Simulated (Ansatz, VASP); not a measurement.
**Co: VASP beside Ansatz**

INCAR

```
SYSTEM = Co
PREC = Accurate
ENCUT = 520
EDIFF = 1E-7
ISMEAR = -1
SIGMA = 0.05
LREAL = .FALSE.
LASPH = .TRUE.
NELM = 80
ALGO = Normal
ISIF = 2
LWAVE = .FALSE.
LCHARG = .FALSE.
GGA = PE
NBANDS = 16
```

The input KPOINTS:

```
Automatic mesh
0
G
  12 12 7
  0 0 0
```

POSCAR

```
Co
1.0
    2.4873648738      0.0000000000      0.0000000000
   -1.2436824369      2.1541211692      0.0000000000
    0.0000000000      0.0000000000      4.0632895034
Co
2
Direct
    0.3333333333      0.6666666667      0.7401390000
    0.6666666667      0.3333333333      0.2598610000
```

Contents of input.yaml:

```yaml
crystal:
  lattice:
    - [2.4873648738, 0.0, 0.0]
    - [-1.2436824369, 2.1541211692, 0.0]
    - [0.0, 0.0, 4.0632895034]
  atoms:
    - { symbol: Co, position: [0.3333333333, 0.6666666667, 0.740139] }
    - { symbol: Co, position: [0.6666666667, 0.3333333333, 0.259861] }
hamiltonian:
  xc: pbe
  pseudopotentials: { kind: paw }
kpoints:
  mp_grid: { grid: [12, 12, 7] }
scf:
  occupations: { method: fermi_dirac, width: 0.05 }
output:
  forces: true
  stress: true
  eigenvalues: true
```

Alike in both runs: task single point; functional PBE; k mesh 12 × 12 × 7; occupations fermi-dirac, width 0.05 eV; no spin polarisation.

|  | VASP | Ansatz |
| --- | --- | --- |
| version | VASP 6.6.1 | Ansatz 0.2.0 |
| potentials or method | VASP PAW PBE potentials, release 64 (Co) | Ansatz PAW |
| plane-wave cutoff (eV) | 520 | 420 |
| valence electrons in the cell | 18 | 34 |

VASP gave:

| Item | Value |
| --- | --- |
| gap on the k mesh at the Fermi level (eV) | none |
| pressure (GPa) | -11.3 |
| traceless stress, the component that is largest in VASP (GPa) | -1.57 |
| rms of the force components (eV/Å) | 0.338 |

Problem. What did Ansatz give for the same quantities?

Solution. gap on the k mesh at the Fermi level (eV): none; pressure (GPa): -10.9; traceless stress, the component that is largest in VASP (GPa): -1.58; rms of the force components (eV/Å): 0.348.

Atom by atom the forces differ by 0.010 eV/Å (rms over components). A gap of «none» marks a metal or a gap that the smearing closes. With one functional, cell and mesh, what is left measures potentials, basis and numerics. VASP's potentials hold 18 valence electrons a cell and Ansatz's 34, so a difference there can come from the potentials and not from the codes.
